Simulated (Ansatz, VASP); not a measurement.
## One calculation of CdF2, two programs

```xyz
3
Lattice="0.0000 2.6940 2.6940 2.6940 0.0000 2.6940 2.6940 2.6940 0.0000" Properties=species:S:1:pos:R:3 pbc="T T T"
Cd    0.0000    0.0000    0.2000
F     1.3470    1.3470    1.3470
F     4.0410    4.0410    4.0410
```

Alike in both runs: task single point; functional PBE; k mesh 6 × 6 × 6; occupations tetrahedron; no spin polarisation.

```csv
,VASP,Ansatz
version,VASP 6.6.1,Ansatz 0.2.0
potentials or method,"VASP PAW PBE potentials, release 64 (Cd, F), cutoff 600 eV","scalar-relativistic, plane waves, PAW"
valence electrons in the cell,26,34
```

Ansatz gave:

| Property | Result |
| --- | --- |
| gap on the k mesh at the Fermi level (eV) | 3.09 |
| least direct gap on the mesh (eV) | 3.60 |
| pressure (GPa) | 7.6 |
| traceless stress, the component that is largest in VASP (GPa) | -1.21 |
| rms of the force components (eV/Å) | 0.436 |

Question: Which values does VASP return?

Answer: gap on the k mesh at the Fermi level (eV): 3.05; least direct gap on the mesh (eV): 3.57; pressure (GPa): 8.3; traceless stress, the component that is largest in VASP (GPa): -1.36; rms of the force components (eV/Å): 0.481.

Atom by atom the forces differ by 0.045 eV/Å (rms over components). With one functional, cell and mesh, what is left measures potentials, basis and numerics. VASP's potentials hold 26 valence electrons a cell and Ansatz's 34, so a difference there can come from the potentials and not from the codes. Ansatz's warnings: band table not solved further, tetrahedron derivatives may miss energy slope.
